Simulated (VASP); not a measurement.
Here is a VASP 6.6.1 calculation.

File INCAR:

```
PREC     = Accurate       # precision mode
ENCUT    = 520            # plane-wave cutoff, eV
EDIFF    = 1E-6           # SCF threshold, eV
ISMEAR   = 0              # smearing method
SIGMA    = 0.1            # smearing width, eV
LREAL    = False          # projectors in reciprocal space
LASPH    = True           # aspherical terms in the spheres
NELM     = 60             # most SCF steps
ALGO     = Normal         # electronic algorithm
ISIF     = 2              # what is computed and relaxed
LWAVE    = False          # write WAVECAR
LCHARG   = False          # write CHGCAR
GGA      = PE             # functional
NBANDS   = 13             # bands
```

File KPOINTS:

```
regular mesh
0
Gamma
  8 8 8
```

POSCAR

```
C
1.0
    0.0000000000      2.1173110900      2.1173110900
    2.1173110900      0.0000000000      2.1173110900
    2.1173110900      2.1173110900      0.0000000000
C
3
Direct
    0.5000000000      0.5000000000      0.5000000000
    0.7500000000      0.7500000000      0.7500000000
    0.2500000000      0.2500000000      0.2500000000
```

Potentials or basis: VASP PAW PBE potentials, release 64 (C).

The run is started by

```console
$ cat potpaw_PBE.64/C/POTCAR > POTCAR
$ mpirun -np 1 vasp_std > vasp.out
```

**Question.** Estimate the band gap on the k mesh.

**Answer.** Zero (band 6 reaches 11.58 eV, above the bottom of band 7 at 6.76 eV).

**Question.** What does it give for the pressure?

**Answer.** 16.1 GPa.
